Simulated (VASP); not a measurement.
Set up this calculation in VASP 6.6.1, as the native input.

```yaml
Task: single point
Functional: PBE
Potentials_or_basis: VASP PAW PBE potentials, release 64 (Na_pv)
Cutoff: 520 eV
k_mesh: 7 × 7 × 5
Occupations: fermi-dirac, width 0.1 eV
Spin: no spin polarisation
Dipole_correction: no
Further_INCAR_settings: ALGO = Normal; EDIFF = 1e-06; NBANDS = 22
```

The structure of Na lies in POSCAR:

```
Na
1.0
    3.7338461331      0.0000000000      0.0000000000
   -1.8669230665      3.2336056051      0.0000000000
    0.0000000000      0.0000000000     12.4218793759
Na
4
Direct
    0.0000000000      0.0000000000      0.0000000000
    0.0000000000      0.0000000000      0.5000000000
    0.3333333333      0.6666666667      0.2500000000
    0.6666666667      0.3333333333      0.7500000000
```

The input as run:

INCAR

```
PREC = Accurate ; ENCUT = 520
EDIFF = 1E-6 ; ISMEAR = -1
SIGMA = 0.1 ; LREAL = False
LASPH = True ; NELM = 60
ALGO = Normal ; ISIF = 2
LWAVE = False ; LCHARG = False
GGA = PE ; NBANDS = 22
```

KPOINTS

```
Automatic mesh
0
Gamma
  7 7 5
```

Potentials or basis: VASP PAW PBE potentials, release 64 (Na_pv).

Run with:

```bash
$ cat potpaw_PBE.64/Na_pv/POTCAR > POTCAR
$ mpirun -np 1 vasp_std > vasp.out
```

Results of the run:

| Item | Value |
| --- | --- |
| Pressure | -0.1 GPa |
| Band gap on the k mesh | zero (band 14 reaches 1.47 eV, above the bottom of band 15 at -1.96 eV) |

It took 51 s on 1 thread of AMD EPYC 9R45 (Zen 5) (shared host), peak memory 0.23 GiB.
